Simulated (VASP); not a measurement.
# Pb (Fm-3m) in VASP: notebook

The runs below take Pb through single point, relaxation of cell and atoms, with PBE.

Everything below comes from runs of VASP 6.6.1. Logs are shortened: lines on timing, memory, paths and dates and some standing lists are left out, and cuts for length are marked.

## (1) The cell of the first run

Symmetry: Fm-3m, No. 225, cubic system. The conventional cell has a = 4.465 Å, b = 4.465 Å, c = 4.465 Å, α = 90.00°, β = 90.00°, γ = 90.00°. Within 4.2 Å of Pb (site symmetry m-3m) lie 12 Pb at 3.16 Å.

## (2) Single point, PBE (22.25 Å³/atom)

INCAR reads:

```
SYSTEM = Pb
PREC = Accurate
ENCUT = 500
EDIFF = 1E-6
ISMEAR = -1
SIGMA = 0.05
LREAL = .False.
LASPH = .True.
NELM = 120
ALGO = Normal
ISIF = 2
LWAVE = .False.
LCHARG = .False.
GGA = PE
NBANDS = 13
GGA_COMPAT = .False.
```

KPOINTS reads:

```
Automatic mesh
0
Gamma
  15 15 15
  0 0 0
```

POSCAR reads:

```
Pb
1.0
    0.0000000000      2.2324143604      2.2324143604
    2.2324143604      0.0000000000      2.2324143604
    2.2324143604      2.2324143604      0.0000000000
Pb
1
Direct
    0.0000000000      0.0000000000      0.0000000000
```

Potentials or basis: VASP PAW PBE potentials, release 64 (Pb_d).

On the command line:

```console
$ cat potpaw_PBE.64/Pb_d/POTCAR > POTCAR
$ mpirun -np 1 vasp_std > vasp.out
```

OUTCAR:

```text
SYSTEM = Pb
   PREC = Accurate
   ENCUT = 500
   EDIFF = 1E-6
   ISMEAR = -1
   LREAL = .False.
   LASPH = .True.
   NELM = 120
   ISIF = 2
   GGA = PE

 ion  position               nearest neighbor table
   1  0.000  0.000  0.000-

  LATTYP: Found a face centered cubic cell.
 ALAT       =     4.4648287208

  Lattice vectors:

 A1 = (   0.0000000000,   2.2324143604,   2.2324143604)
 A2 = (   2.2324143604,   0.0000000000,   2.2324143604)
 A3 = (   2.2324143604,   2.2324143604,   0.0000000000)

Analysis of symmetry for initial positions (statically):
=====================================================================
 Subroutine PRICEL returns:
 Original cell was already a primitive cell.

 Routine SETGRP: Setting up the symmetry group for a
 face centered cubic supercell.

 Subroutine GETGRP returns: Found 48 space group operations
 (whereof 48 operations were pure point group operations)
 out of a pool of 48 trial point group operations.

The static configuration has the point symmetry O_h .

Analysis of symmetry for dynamics (positions and initial velocities):
=====================================================================
 Subroutine PRICEL returns:
 Original cell was already a primitive cell.

 Routine SETGRP: Setting up the symmetry group for a
 face centered cubic supercell.

 Subroutine GETGRP returns: Found 48 space group operations
 (whereof 48 operations were pure point group operations)
 out of a pool of 48 trial point group operations.

The dynamic configuration has the point symmetry O_h .

 Subroutine INISYM returns: Found 48 space group operations
 (whereof 48 operations are pure point group operations),
 and found     1 'primitive' translations

----------------------------------------------------------------------------------------

                                     Primitive cell

  volume of cell :      22.2513

  direct lattice vectors                    reciprocal lattice vectors
     0.000000000  2.232414360  2.232414360    -0.223972757  0.223972757  0.223972757
     2.232414360  0.000000000  2.232414360     0.223972757 -0.223972757  0.223972757
     2.232414360  2.232414360  0.000000000     0.223972757  0.223972757 -0.223972757

  length of vectors
     3.157110665  3.157110665  3.157110665     0.387932195  0.387932195  0.387932195

  position of ions in fractional coordinates (direct lattice)
     0.000000000  0.000000000  0.000000000

  ion indices of the primitive-cell ions
   primitive index   ion index
                 1           1

----------------------------------------------------------------------------------------

 KPOINTS: Automatic mesh

Automatic generation of k-mesh.
 Grid dimensions read from file:
 generate k-points for:   15   15   15

 Generating k-lattice:

  Cartesian coordinates                     Fractional coordinates (reciprocal lattice)
    -0.014931517  0.014931517  0.014931517     0.066666667  0.000000000  0.000000000
     0.014931517 -0.014931517  0.014931517     0.000000000  0.066666667  0.000000000
     0.014931517  0.014931517 -0.014931517     0.000000000  0.000000000  0.066666667

  Length of vectors
     0.025862146  0.025862146  0.025862146

  Shift w.r.t. Gamma in fractional coordinates (k-lattice)
     0.000000000  0.000000000  0.000000000

 Subroutine IBZKPT returns following result:
 ===========================================

 Found    120 irreducible k-points:

 Following reciprocal coordinates:
            Coordinates               Weight
  0.000000  0.000000  0.000000      1.000000
  0.066667  0.000000  0.000000      8.000000
  0.133333  0.000000  0.000000      8.000000
  0.200000  0.000000  0.000000      8.000000
  0.266667  0.000000  0.000000      8.000000
  0.333333  0.000000  0.000000      8.000000
[... 16 lines left out ...]
  0.133333  0.133333  0.000000      6.000000
  0.200000  0.133333  0.000000     24.000000
 [... further k-points ...]
   k-points           NKPTS =    120   k-points in BZ     NKDIM =    120   number of bands    NBANDS=     13
   number of dos      NEDOS =    301   number of ions     NIONS =      1
   total plane-waves  NPLWV =  13824
   dimension x,y,z NGX =    24 NGY =   24 NGZ =   24
   dimension x,y,z NGXF=    48 NGYF=   48 NGZF=   48
   ions per type =               1
   NGX,Y,Z   is equivalent  to a cutoff of  12.64, 12.64, 12.64 a.u.
   NGXF,Y,Z  is equivalent  to a cutoff of  25.28, 25.28, 25.28 a.u.
 SYSTEM =  Pb
   PREC   = accura    normal or accurate (medium, high low for compatibility)
   ISTART =      0    job   : 0-new  1-cont  2-samecut
   ICHARG =      2    charge: 1-file 2-atom 10-const
   ISPIN  =      1    spin polarized calculation?
   LNONCOLLINEAR =      F non collinear calculations
   LSORBIT =      F    spin-orbit coupling
   LASPH  =      T    aspherical Exc in radial PAW
   ENCUT  =  500.0 eV  36.75 Ry    6.06 a.u.   5.76  5.76  5.76*2*pi/ulx,y,z
   NELM   =    120;   NELMIN=  2; NELMDL= -5     # of ELM steps
[... 58 lines left out ...]
      3      -6.1727      2.00000
      4      -5.8277      2.00000
      5      -5.8277      2.00000
      6      -2.9598      2.00000
      7      21.0567      0.00000
      8      21.3162      0.00000
      9      21.3162      0.00000
     10      21.3162      0.00000
     11      26.4829      0.00000
     12      26.4829      0.00000
     13      26.4845      0.00000

 k-point     2 :       0.0667    0.0000    0.0000
  band No.  band energies     occupation
      1      -6.1761      2.00000
      2      -6.1576      2.00000
      3      -6.1576      2.00000
      4      -5.8299      2.00000
      5      -5.8299      2.00000
      6      -2.8440      2.00000
      7      19.8844      0.00000
      8      21.1195      0.00000
      9      21.2020      0.00000
     10      21.2020      0.00000
     11      26.3369      0.00000
     12      26.6131      0.00000
     13      26.6131      0.00000

 k-point     3 :       0.1333    0.0000    0.0000
  band No.  band energies     occupation
      1      -6.1896      2.00000
      2      -6.1216      2.00000
      3      -6.1216      2.00000
      4      -5.8289      2.00000
      5      -5.8289      2.00000
      6      -2.4913      2.00000
      7      17.3395      0.00000
      8      20.8863      0.00000
      9      20.8863      0.00000
     10      21.1870      0.00000
     11      25.7444      0.00000
     12      26.6631      0.00000
     13      26.6631      0.00000

 k-point     4 :       0.2000    0.0000    0.0000
  band No.  band energies     occupation
      1      -6.2179      2.00000
      2      -6.0923      2.00000
      3      -6.0923      2.00000
      4      -5.8019      2.00000
      5      -5.8019      2.00000
      6      -1.8914      2.00000
      7      14.6608      0.00000
      8      20.4302      0.00000
      9      20.4302      0.00000
     10      21.2138      0.00000
     11      25.0346      0.00000
     12      26.1203      0.00000
     13      26.1203      0.00000

 k-point     5 :       0.2667    0.0000    0.0000
  band No.  band energies     occupation
      1      -6.2595      2.00000
      2      -6.0932      2.00000
      3      -6.0932      2.00000
      4      -5.7339      2.00000
      5      -5.7339      2.00000
      6      -1.0409      2.00000
      7      12.0657      0.00040
      8      19.9094      0.00000
      9      19.9094      0.00000
     10      21.1208      0.00000
     11      24.5186      0.00000
     12      25.5382      0.00000
     13      25.5382      0.00000
[... 257 lines left out ...]
 k-point    22 :      -0.0667    0.0667    0.0000
  band No.  band energies     occupation
      1      -6.1865      2.00000
      2      -6.1388      2.00000
      3      -6.1262      2.00000
      4      -5.8494      2.00000
      5      -5.8154      2.00000
      6      -2.6492      2.00000
      7      18.9095      0.00000
      8      19.4862      0.00000
      9      21.5135      0.00000
     10      21.6424      0.00000
     11      25.5921      0.00000
     12      26.5087      0.00000
     13      26.8434      0.00000

 k-point    23 :       0.1333    0.1333    0.0000
  band No.  band energies     occupation
      1      -6.2454      2.00000
      2      -6.0624      2.00000
      3      -6.0624      2.00000
      4      -5.9105      2.00000
      5      -5.7809      2.00000
      6      -2.3369      2.00000
      7      19.1218      0.00000
      8      19.1218      0.00000
      9      19.1902      0.00000
     10      20.5165      0.00000
     11      23.4816      0.00000
     12      27.7510      0.00000
     13      27.7525      0.00000

 k-point    24 :       0.2000    0.1333    0.0000
  band No.  band energies     occupation
      1      -6.2720      2.00000
      2      -6.0216      2.00000
      3      -6.0120      2.00000
      4      -5.9405      2.00000
      5      -5.7511      2.00000
      6      -1.9000      2.00000
      7      16.6400      0.00000
      8      18.3937      0.00000
      9      19.2639      0.00000
     10      20.9930      0.00000
     11      22.2601      0.00000
     12      27.6449      0.00000
     13      28.0429      0.00000

 [... further k-points ...]

------------------------ aborting loop because EDIFF is reached ----------------------------------------

  FORCE on cell =-STRESS in cart. coord.  units (eV):
  Direction    XX          YY          ZZ          XY          YZ          ZX
  --------------------------------------------------------------------------------------
  -------------------------------------------------------------------------------------
  Total        4.8278515      4.8278515      4.8278515      0.0000000      0.0000000      0.0000000
  in kB      347.6242504    347.6242504    347.6242504      0.0000000      0.0000000      0.0000000
  external PRESSURE =     347.6242504 kB  Pullay stress =       0.0000000 kB

 VOLUME and BASIS-vectors are now :
 -----------------------------------------------------------------------------
  energy-cutoff  :      500.00
  volume of cell :       22.25
      direct lattice vectors                 reciprocal lattice vectors
     0.000000000  2.232414360  2.232414360    -0.223972757  0.223972757  0.223972757
     2.232414360  0.000000000  2.232414360     0.223972757 -0.223972757  0.223972757
     2.232414360  2.232414360  0.000000000     0.223972757  0.223972757 -0.223972757

 POSITION                                       TOTAL-FORCE (eV/Angst)
 -----------------------------------------------------------------------------------
      0.00000      0.00000      0.00000         0.000000      0.000000      0.000000
 -----------------------------------------------------------------------------------
    total drift:                               -0.000000      0.000000      0.000000

  FREE ENERGIE OF THE ION-ELECTRON SYSTEM (eV)
  ---------------------------------------------------
  free  energy   TOTEN  =        -2.8257531447 eV

  energy  without entropy=       -2.8223891194  energy(sigma->0) =       -2.82407113
```

It took 8.6 s on 1 thread of Intel Xeon 6975P-C (Granite Rapids), shared host; peak memory 0.16 GiB.

Results:

| Item | Value |
| --- | --- |
| Free energy | -2.8258 eV |
| Pressure | 34.8 GPa |
| Band gap on the k mesh | zero (bands 7 and 8 overlap by 11.95 eV) |

Caveat: the cell stands under pressure; spin-orbit coupling is left out, which moves the levels of the heavy elements.

## (3) Single point, PBE

INCAR reads:

```
ALGO = Normal ; EDIFF = 1E-6
ENCUT = 500 ; GGA = PE
GGA_COMPAT = False ; ISIF = 2
ISMEAR = -1 ; LASPH = True
LCHARG = False ; LREAL = False
LWAVE = False ; NBANDS = 13
NELM = 120 ; PREC = Accurate
SIGMA = 0.05
```

KPOINTS reads:

```
k-points
0
Gamma
  15 15 15
```

POSCAR reads:

```
Pb
1.0
    0.0000000000      2.2318685448      2.2318685448
    2.2318685448      0.0000000000      2.2318685448
    2.2318685448      2.2318685448      0.0000000000
Pb
1
Direct
    0.0000000000      0.0000000000      0.0000000000
```

Potentials or basis: VASP PAW PBE potentials, release 64 (Pb_d).

On the command line:

```console
$ cat potpaw_PBE.64/Pb_d/POTCAR > POTCAR
$ mpirun -np 1 vasp_std > vasp.out
```

Wall time 8.3 s (1 thread of Intel Xeon 6975P-C (Granite Rapids), shared host); peak memory 0.15 GiB.

It converged, with:

| Quantity | Value |
| --- | --- |
| Free energy | -2.8222 eV |
| Pressure | 34.9 GPa |
| Band gap on the k mesh | zero (bands 7 and 8 overlap by 11.95 eV) |

Levels at points of the mesh, in eV from the Fermi level:
```
           k point  band 5  band 6  band 7  band 8  band 9  band 10
(0.00, 0.00, 0.00)  -17.47  -14.61    9.41    9.68    9.68     9.68
```

Caveat: the cell stands under pressure; spin-orbit coupling is left out, which moves the levels of the heavy elements.

## (4) Single point, PBE

INCAR reads:

```
SYSTEM = Pb
PREC = Accurate
ENCUT = 500
EDIFF = 1E-6
ISMEAR = -1
SIGMA = 0.05
LREAL = .FALSE.
LASPH = .TRUE.
NELM = 120
ALGO = Normal
ISIF = 2
LWAVE = .FALSE.
LCHARG = .TRUE.
GGA = PE
LELF = .TRUE.
LVHAR = .TRUE.
NBANDS = 13
GGA_COMPAT = .FALSE.
```

KPOINTS reads:

```
regular mesh
0
G
  15 15 15
  0 0 0
```

POSCAR is that of step 3.

On the command line:

```console
$ cat potpaw_PBE.64/Pb_d/POTCAR > POTCAR
$ mpirun -np 1 vasp_std > vasp.out
```

Wall time 8.5 s (1 thread of Intel Xeon 6975P-C (Granite Rapids), shared host); peak memory 0.15 GiB.

The run converged. Its results:

| Quantity | Value |
| --- | --- |
| Free energy | -2.8222 eV |
| Pressure | 34.9 GPa |
| Band gap on the k mesh | zero (bands 7 and 8 overlap by 11.95 eV) |

Levels at points of the mesh, in eV from the Fermi level:
| k point | band 4 | band 5 | band 6 | band 7 | band 8 | band 9 | band 10 | band 11 |
| --- | --- | --- | --- | --- | --- | --- | --- | --- |
| (0.00, 0.00, 0.00) | -17.47 | -17.47 | -14.61 | 9.41 | 9.68 | 9.68 | 9.68 | 14.85 |

Caveat: the cell stands under pressure; spin-orbit coupling is left out, which moves the levels of the heavy elements.

## (5) Relaxation of cell and atoms, PBE, target pressure 35 GPa, at which the enthalpy is minimised

INCAR reads:

```
PREC = Accurate ; ENCUT = 500
EDIFF = 1E-7 ; ISMEAR = -1
SIGMA = 0.05 ; LREAL = F
LASPH = T ; NELM = 120
ALGO = Normal ; ISIF = 3
LWAVE = F ; LCHARG = F
GGA = PE ; IBRION = 2
NSW = 60 ; EDIFFG = -0.005
PSTRESS = 350.0 ; GGA_COMPAT = F
NELMIN = 4
```

KPOINTS reads:

```
Automatic mesh
0
Gamma
  15 15 15
```

POSCAR reads:

```
Pb
1.0
    0.0000000000      2.2324143604      2.2324143604
    2.2324143604      0.0000000000      2.2324143604
    2.2324143604      2.2324143604      0.0000000000
Pb
1
Direct
    0.0000000000      0.0000000000      0.0000000000
```

On the command line:

```console
$ cat potpaw_PBE.64/Pb_d/POTCAR > POTCAR
$ mpirun -np 1 vasp_std > vasp.out
```

Run time: 19 s. Hardware: 1 thread of Intel Xeon 6975P-C (Granite Rapids), shared host; peak memory 0.16 GiB.

The run converged. Its results:

```yaml
Free_energy: -2.8196 eV
Relaxed_volume: 22.22 Å³/atom
Relaxed_cell: a = 3.156 Å, b = 3.156 Å, c = 3.156 Å, α = 60.00°, β = 60.00°, γ = 60.00°
Space_group_after_relaxing_to_0.1_Å: Fm-3m (No. 225)
Energy_change_on_relaxing_the_run_minimises_the_enthalpy: +6.1 meV/atom
Ionic_steps: 3
Pressure_after_relaxing: 35.0 GPa
Band_gap_on_the_k_mesh: zero (bands 7 and 8 overlap by 11.95 eV)
```

The path:
```
step  energy change (eV)  largest force (eV/Å)  pressure (GPa)  volume (Å³)
   1              0.0000                0.0000           34.77        22.25
   2              0.0221                0.0000           35.61        22.15
   3              0.0061                0.0000           35.01        22.22
```

Final structure:
```
CELL_PARAMETERS angstrom
0.00000 2.23148 2.23148
2.23148 0.00000 2.23148
2.23148 2.23148 0.00000
ATOMIC_POSITIONS crystal
Pb 0.00000 0.00000 0.00000
```

Levels at points of the mesh, in eV from the Fermi level:
```csv
k point,band 4,band 5,band 6,band 7,band 8,band 9,band 10,band 11
"(0.00, 0.00, 0.00)",-17.47,-17.47,-14.61,9.41,9.69,9.69,9.69,14.85
```

Caveat: the cell is relaxed towards a set pressure, so the run minimises the enthalpy, not the energy; spin-orbit coupling is left out, which moves the levels of the heavy elements.

## (6) Relaxation of cell and atoms, PBE, target pressure 35 GPa, at which the enthalpy is minimised

INCAR reads:

```
PREC = Accurate ; ENCUT = 500
EDIFF = 1E-7 ; ISMEAR = -1
SIGMA = 0.05 ; LREAL = False
LASPH = True ; NELM = 120
ALGO = Normal ; ISIF = 3
LWAVE = False ; LCHARG = False
GGA = PE ; IBRION = 2
NSW = 32 ; EDIFFG = -0.005
PSTRESS = 350.0 ; GGA_COMPAT = False
NELMIN = 4
```

KPOINTS is that of step 5.

POSCAR reads:

```
Pb
1.0
    0.0000000000      2.2318685448      2.2318685448
    2.2318685448      0.0000000000      2.2318685448
    2.2318685448      2.2318685448      0.0000000000
Pb
1
Direct
    0.0000000000      0.0000000000      0.0000000000
```

Potentials or basis: VASP PAW PBE potentials, release 64 (Pb_d).

On the command line:

```console
$ cat potpaw_PBE.64/Pb_d/POTCAR > POTCAR
$ mpirun -np 1 vasp_std > vasp.out
```

Wall time 17 s (1 thread of Intel Xeon 6975P-C (Granite Rapids), shared host); peak memory 0.16 GiB.

The run converged. Its results:

| Quantity | Value |
| --- | --- |
| Free energy | -2.8196 eV |
| Relaxed volume | 22.22 Å³/atom |
| Relaxed cell | a = 3.156 Å, b = 3.156 Å, c = 3.156 Å, α = 60.00°, β = 60.00°, γ = 60.00° |
| Space group after relaxing (to 0.1 Å) | Fm-3m (No. 225) |
| Energy change on relaxing (the run minimises the enthalpy) | +2.6 meV/atom |
| Ionic steps | 3 |
| Pressure after relaxing | 35.0 GPa |
| Band gap on the k mesh | zero (bands 7 and 8 overlap by 11.95 eV) |

The path:
```
step  energy change (eV)  largest force (eV/Å)  pressure (GPa)  volume (Å³)
   1              0.0000                0.0000           34.91        22.23
   2              0.0089                0.0000           35.24        22.19
   3              0.0026                0.0000           35.01        22.22
```

Final structure:
```
Pb
1.0
     0.00000    2.23148    2.23148
     2.23148    0.00000    2.23148
     2.23148    2.23148    0.00000
Pb
1
Direct
  0.00000 0.00000 0.00000
```

Levels at points of the mesh, in eV from the Fermi level:
```tsv
k point	band 5	band 6	band 7	band 8	band 9	band 10
(0.00, 0.00, 0.00)	-17.47	-14.61	9.41	9.69	9.69	9.69
```

Caveat: the cell is relaxed towards a set pressure, so the run minimises the enthalpy, not the energy; spin-orbit coupling is left out, which moves the levels of the heavy elements.

## (7) Overview

```csv
task,cell,gap on the mesh (eV),pressure (GPa)
single point,as given,none,34.8
single point,as given,none,34.9
relaxation of cell and atoms,relaxed to 35 GPa,none,35.0
relaxation of cell and atoms,relaxed to 35 GPa,none,35.0
```

Alike in all rows: level PBE; potentials or basis VASP PAW PBE potentials, release 64 (Pb_d); no spin polarisation; k mesh 15 × 15 × 15; cutoff (eV) 500; smearing fermi-dirac 0.05 eV.

Caveats: spin-orbit coupling is left out, which moves the levels of the heavy elements; the cell stands under pressure (at least some runs); the cell is relaxed towards a set pressure, so the run minimises the enthalpy, not the energy (at least some runs).

Total energies depend on the potentials used, so only differences within one code and one set of settings carry meaning.
